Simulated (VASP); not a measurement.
A run of VASP 6.6.1 is set up as follows.

INCAR

```
PREC = Accurate ; ENCUT = 520
EDIFF = 1E-6 ; ISMEAR = 0
SIGMA = 0.15 ; LREAL = F
LASPH = T ; NELM = 80
ALGO = Normal ; ISIF = 2
LWAVE = F ; LCHARG = T
GGA = PS ; LELF = T
LVHAR = T ; NBANDS = 13
```

KPOINTS

```
Automatic mesh
0
Gamma
  24 24 22
```

The input POSCAR:

```
Ge
1.0
    1.4033446991     -2.5572937598      0.0000000000
    1.4033446991      2.5572937598      0.0000000000
    0.0000000000      0.0000000000      2.6427277821
Ge
1
Direct
    0.5000000000      0.5000000000      0.0000000000
```

Potentials or basis: VASP PAW PBE potentials, release 64 (Ge_d).

Command:

```sh
$ cat potpaw_PBE.64/Ge_d/POTCAR > POTCAR
$ mpirun -np 1 vasp_std > vasp.out
```

Problem. Estimate the pressure.

Solution. -2.3 GPa.

Problem. Estimate the band gap on the k mesh.

Solution. Zero (band 7 reaches 13.65 eV, above the bottom of band 8 at 3.01 eV).

Stress tensor (GPa, compression positive):
```
-2.00  0.00  0.00
 0.00 -4.11  0.00
 0.00  0.00 -0.66
```

Caveat: the cell differs from its parent crystal (strain +0.015 along x and y, +0.000 along z); the PAW data sets were made with another functional, which shifts forces and pressure a little.
